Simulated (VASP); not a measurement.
Here is a VASP 6.6.1 calculation.

INCAR

```
SYSTEM = SnO
ALGO = Fast
EDIFF = 1E-6
ENCUT = 520
GGA = PE
ISIF = 2
ISMEAR = 0
IVDW = 12
LASPH = .True.
LCHARG = .False.
LREAL = Auto
LWAVE = .False.
NBANDS = 94
NELM = 80
PREC = Accurate
SIGMA = 0.1
```

File KPOINTS:

```
k-points
0
Gamma
  6 6 6
  0 0 0
```

Contents of POSCAR:

```
SnO
1.0
    0.0000000000     -5.4249981728      0.0000000000
    5.4250132479      0.0000000000      0.0000000000
    0.0000000000      0.0000000000      9.5178527145
Sn O
8 8
Direct
    0.4998818866      0.5000000000      0.0002299217
    0.9998818866      0.0000000000      0.0002299217
    0.5001181134      0.5000000000      0.5002299217
    0.0001181134      0.0000000000      0.5002299217
    0.0001181134      0.5000000000      0.2567700783
    0.5001181134      0.0000000000      0.2567700783
    0.9998818866      0.5000000000      0.7567700783
    0.4998818866      0.0000000000      0.7567700783
    0.7501805597      0.2500000000      0.3785000000
    0.2501805597      0.7500000000      0.3785000000
    0.2498194403      0.7500000000      0.8785000000
    0.7498194403      0.2500000000      0.8785000000
    0.7501805597      0.7500000000      0.3785000000
    0.2501805597      0.2500000000      0.3785000000
    0.2498194403      0.2500000000      0.8785000000
    0.7498194403      0.7500000000      0.8785000000
```

Potentials or basis: VASP PAW PBE potentials, release 64 (Sn_d, O).

Run with:

```bash
$ cat potpaw_PBE.64/Sn_d/POTCAR potpaw_PBE.64/O/POTCAR > POTCAR
$ mpirun -np 1 vasp_std > vasp.out
```

Problem. Estimate the dispersion energy per atom.

Solution. -0.235 eV.

Problem. What does it give for the largest force?

Solution. 0.086 eV/Å.

Forces on the atoms (eV/Å):
```
Sn   0.000  0.003  0.086
Sn   0.000  0.003  0.086
Sn   0.000 -0.003  0.086
Sn   0.000 -0.003  0.086
Sn   0.000 -0.003 -0.086
Sn   0.000 -0.003 -0.086
Sn   0.000  0.003 -0.086
Sn   0.000  0.003 -0.086
O    0.000  0.002  0.000
O    0.000  0.002  0.000
O    0.000 -0.002  0.000
O    0.000 -0.002  0.000
O    0.000  0.002  0.000
O    0.000  0.002  0.000
O    0.000 -0.002  0.000
O    0.000 -0.002  0.000
```
